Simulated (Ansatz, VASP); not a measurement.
# Na: VASP beside Ansatz

```
CELL_PARAMETERS angstrom
0.00000 3.37817 5.36142
2.36963 0.00000 5.36142
2.36963 3.37817 0.00000
ATOMIC_POSITIONS crystal
Na 0.08710 0.08710 0.91290
Na 0.91290 0.91290 0.08710
```

Alike in both runs: task relaxation of cell and atoms; functional PBE; k mesh 6 × 6 × 6; occupations gaussian, width 0.1 eV; no spin polarisation.

|  | VASP | Ansatz |
| --- | --- | --- |
| version | VASP 6.6.1 | Ansatz 0.2.0 |
| potentials or method | VASP PAW PBE potentials, release 64 (Na_pv), cutoff 600 eV | scalar-relativistic, plane waves, PAW |
| valence electrons in the cell | 14 | 18 |

|  | VASP | Ansatz | Ansatz less VASP |
| --- | --- | --- | --- |
| gap on the k mesh at the Fermi level, each at its own relaxed structure (eV) | none | none | - |
| relaxed volume (Å³/atom) | 38.08 | 37.67 | -0.407 |
| relaxed length of the cell vector where the two differ most in proportion (Å) | 3.591 | 3.652 | +0.0603 |

A gap of «none» marks a metal or a gap that the smearing closes. VASP's potentials hold 14 valence electrons a cell and Ansatz's 18, so a difference there can come from the potentials and not from the codes.
